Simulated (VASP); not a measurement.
Write the native input for VASP 6.6.1 that does the following.

```yaml
Task: single point
Functional: r2SCAN
Potentials_or_basis: VASP PAW PBE potentials, release 64 (Nb_sv, C)
Cutoff: 660 eV
k_mesh: 4 × 4 × 4
Occupations: fermi-dirac, width 0.1 eV
Spin: no spin polarisation
Dipole_correction: no
Further_INCAR_settings: ALGO = Normal; EDIFF = 1e-06; NBANDS = 16
```

The system is NbC (Niobocarbide).

```xyz
2
Lattice="0.0000 2.2346 2.2346 2.2346 0.0000 2.2346 2.2346 2.2346 0.0000" Properties=species:S:1:pos:R:3 pbc="T T T"
Nb    0.0000    0.0000    0.0000
C     2.2346    2.2346    2.2346
```

One way to write it, as run:

POSCAR

```
NbC
1.0
    0.0000000000      2.2345500000      2.2345500000
    2.2345500000      0.0000000000      2.2345500000
    2.2345500000      2.2345500000      0.0000000000
Nb C
1 1
Direct
    0.0000000000      0.0000000000      0.0000000000
    0.5000000000      0.5000000000      0.5000000000
```

INCAR.step1

```
SYSTEM = NbC
  PREC = Accurate
  ENCUT = 660
  ISMEAR = -1
  SIGMA = 0.1
  LREAL = .False.
  LASPH = .True.
  NELM = 120
  NBANDS = 16
  GGA = PE
  ALGO = Normal
  EDIFF = 1E-5
  LWAVE = .True.
  LCHARG = .False.
  GGA_COMPAT = .False.
```

INCAR.step2

```
SYSTEM = NbC
  PREC = Accurate
  ENCUT = 660
  EDIFF = 1E-6
  ISMEAR = -1
  SIGMA = 0.1
  LREAL = .False.
  LASPH = .True.
  NELM = 120
  ALGO = Normal
  ISIF = 2
  LWAVE = .False.
  LCHARG = .False.
  METAGGA = R2SCAN
  LMIXTAU = .True.
  NBANDS = 16
  ISTART = 1
  GGA_COMPAT = .False.
```

KPOINTS

```
regular mesh
0
Gamma
  4 4 4
  0 0 0
```

Potentials or basis: VASP PAW PBE potentials, release 64 (Nb_sv, C).

Run with:

```sh
$ cat potpaw_PBE.64/Nb_sv/POTCAR potpaw_PBE.64/C/POTCAR > POTCAR
$ cp INCAR.step1 INCAR
$ mpirun -np 1 vasp_std > vasp.out
$ cp INCAR.step2 INCAR
$ mpirun -np 1 vasp_std > vasp.out
```

It gave:

```json
{
  "Pressure": "3.8 GPa"
}
```

Caveat: the k points lie up to 0.61 Å⁻¹ apart; the PAW data sets were made with another functional, which shifts forces and pressure a little.

It took 47 s on 1 thread of Intel Xeon 8259CL, on a shared host, peak memory 0.16 GiB.
